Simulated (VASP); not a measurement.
The system is Mo.

```
Mo
1.0
    -1.58022    1.58022    1.58022
     1.58022   -1.58022    1.58022
     1.58022    1.58022   -1.58022
Mo
1
Direct
  0.00000 0.00000 0.00000
```

| Property | Result |
| --- | --- |
| Program | VASP 6.6.1 |
| Task | relaxation of cell and atoms |
| Functional | LDA |
| Potentials or basis | VASP PAW LDA potentials, release 64 (Mo_sv) |
| Cutoff | 600 eV |
| k mesh | 18 × 18 × 18 |
| Occupations | gaussian, width 0.1 eV |
| Spin | no spin polarisation |

At the start: pressure -11.5 GPa; volume 15.78 Å³/atom.

Q: How do energy, volume and symmetry change on relaxing?

A: Over 7 steps the energy falls by 24.7 meV/atom and the volume is 15.12 Å³/atom (-4.2 %); space group Im-3m (No. 229, to 0.05 Å).

Step by step:
```csv
step,energy change (eV),largest force (eV/Å),pressure (GPa),volume (Å³)
1,0.0000,0.0000,-11.50,15.78
2,0.2166,0.0000,48.07,13.33
3,-0.0246,0.0000,-0.70,15.16
4,-0.0247,0.0000,-0.11,15.13
5,-0.0247,0.0000,0.14,15.11
6,-0.0247,0.0000,-0.34,15.14
7,-0.0247,0.0000,0.00,15.12
```

Final structure:
```
Mo
1.0
    -1.55779    1.55779    1.55779
     1.55779   -1.55779    1.55779
     1.55779    1.55779   -1.55779
Mo
1
Cartesian
  0.0000 0.0000 0.0000
```
